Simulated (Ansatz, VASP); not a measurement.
# Two plane-wave programs on Cr

Contents of INCAR:

```
PREC = Accurate
ENCUT = 520
EDIFF = 1E-6
ISMEAR = 0
SIGMA = 0.15
LREAL = False
LASPH = True
NELM = 100
ALGO = Fast
ISIF = 2
LWAVE = False
LCHARG = False
GGA = PS
NBANDS = 12
```

File KPOINTS:

```
regular mesh
0
Gamma
  24 24 24
```

Contents of POSCAR:

```
Cr
1.0
   -1.4059012500      1.4059012500      1.5140475000
    1.4059012500     -1.4059012500      1.5140475000
    1.4059012500      1.4059012500     -1.5140475000
Cr
1
Direct
    0.0000000000      0.0000000000      0.0000000000
```

Input for Ansatz:

```yaml
crystal:
  lattice:
    - [-1.40590125, 1.40590125, 1.5140475]
    - [1.40590125, -1.40590125, 1.5140475]
    - [1.40590125, 1.40590125, -1.5140475]
  atoms:
    - { symbol: Cr, position: [0.0, 0.0, 0.0] }
basis:
  ecutwfc: 420
kpoints:
  mp_grid: { grid: [24, 24, 24] }
hamiltonian:
  xc: pbesol
scf:
  occupations: { method: gaussian, width: 0.15 }
output:
  forces: true
  stress: true
  eigenvalues: true
```

Change from the starting cell: strain -0.025 along x and y, +0.050 along z, atoms carried along.

Alike in both runs: task single point; functional PBEsol; k mesh 24 × 24 × 24; occupations gaussian, width 0.15 eV; no spin polarisation.

```csv
,VASP,Ansatz
version,VASP 6.6.1,Ansatz 0.2.0
potentials or method,"VASP PAW PBE potentials, release 64 (Cr_pv), cutoff 520 eV","scalar-relativistic, plane waves, PAW"
valence electrons in the cell,12,14
```

VASP gave:

```
gap on the k mesh at the Fermi level (eV)                     : none
pressure (GPa)                                                : -16.9
traceless stress, the component that is largest in VASP (GPa) : -14.43
```

Which values does Ansatz return?

gap on the k mesh at the Fermi level (eV): none; pressure (GPa): -16.5; traceless stress, the component that is largest in VASP (GPa): -14.54.

VASP's potentials were made for PBE, not for PBEsol. A gap of «none» marks a metal or a gap that the smearing closes. With one functional, cell and mesh, what is left measures potentials, basis and numerics. VASP's potentials hold 12 valence electrons a cell and Ansatz's 14, so a difference there can come from the potentials and not from the codes.
